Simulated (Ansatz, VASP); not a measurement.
## Al2Cu: VASP beside Ansatz

```
Al Cu
1.0
    -3.03350    3.03350    2.46288
     3.03350   -3.03350    2.46288
     3.03350    3.03350   -2.46288
Al Cu
4 2
Direct
  0.65870 0.15870 0.81740
  0.15870 0.34130 0.50000
  0.34130 0.84130 0.18260
  0.84130 0.65870 0.50000
  0.25000 0.25000 0.00000
  0.75000 0.75000 0.00000
```

Change from the starting cell: z stretched by +1 %, ions relaxed.

Alike in both runs: functional PBE; k mesh 12 × 12 × 12; occupations fermi-dirac, width 0.05 eV; no spin polarisation.

Ansatz relaxed the structure, and its values are those at the end. VASP's run is a single point on that final structure, the one shown.

|  | VASP | Ansatz |
| --- | --- | --- |
| version | VASP 6.6.1 | Ansatz 0.2.0 |
| potentials or method | VASP PAW PBE potentials, release 64 (Al, Cu) | plane-wave PAW, scalar-relativistic |
| plane-wave cutoff (eV) | 520 | 420 |
| valence electrons in the cell | 34 | 50 |

Ansatz gave:

- pressure (GPa): -1.2

What did VASP give for the same quantities?

Pressure (GPa): -1.1.

The functional is the same, so the differences come from potentials, cutoffs and numerics. VASP's potentials hold 34 valence electrons a cell and Ansatz's 50, so a difference there can come from the potentials and not from the codes. Ansatz's warnings: stress scf threshold loose.
